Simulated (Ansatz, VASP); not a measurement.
**MgBe2Te2O in VASP and in Ansatz**

```
Mg Be Te O
1.0
     3.64135    0.00000    0.00000
     0.00000    3.64135    0.00000
     0.00000    0.00000    7.67450
Mg Be Te O
1 2 2 1
Direct
  0.00000 0.00000 0.50000
  0.00000 0.50000 0.00000
  0.50000 0.00000 0.00000
  0.50000 0.50000 0.26847
  0.50000 0.50000 0.73153
  0.00000 0.00000 0.00000
```

Change from the starting cell: species swapped into the YCr2Si2C type (P4/mmm, No. 123).

Alike in both runs: task relaxation of cell and atoms; functional PBE; k mesh 6 × 6 × 2; occupations gaussian, width 0.1 eV; no spin polarisation.

|  | VASP | Ansatz |
| --- | --- | --- |
| version | VASP 6.6.1 | Ansatz 0.2.0 |
| potentials or method | VASP PAW PBE potentials, release 64 (Mg, Be, Te, O), cutoff 600 eV | scalar-relativistic, plane waves, PAW |
| valence electrons in the cell | 24 | 52 |

```tsv
	VASP	Ansatz	Ansatz less VASP
gap on the k mesh at the Fermi level, each at its own relaxed structure (eV)	none	none	-
relaxed volume (Å³/atom)	16.91	17.01	+0.103
relaxed cell length with the largest relative difference (Å)	3.622	3.633	+0.0107
```

A gap of «none» marks a metal or a gap that the smearing closes. VASP's potentials hold 24 valence electrons a cell and Ansatz's 52, so a difference there can come from the potentials and not from the codes.

The k mesh is coarse, so the values compare programs but aren't converged. Spin-orbit coupling is off throughout.
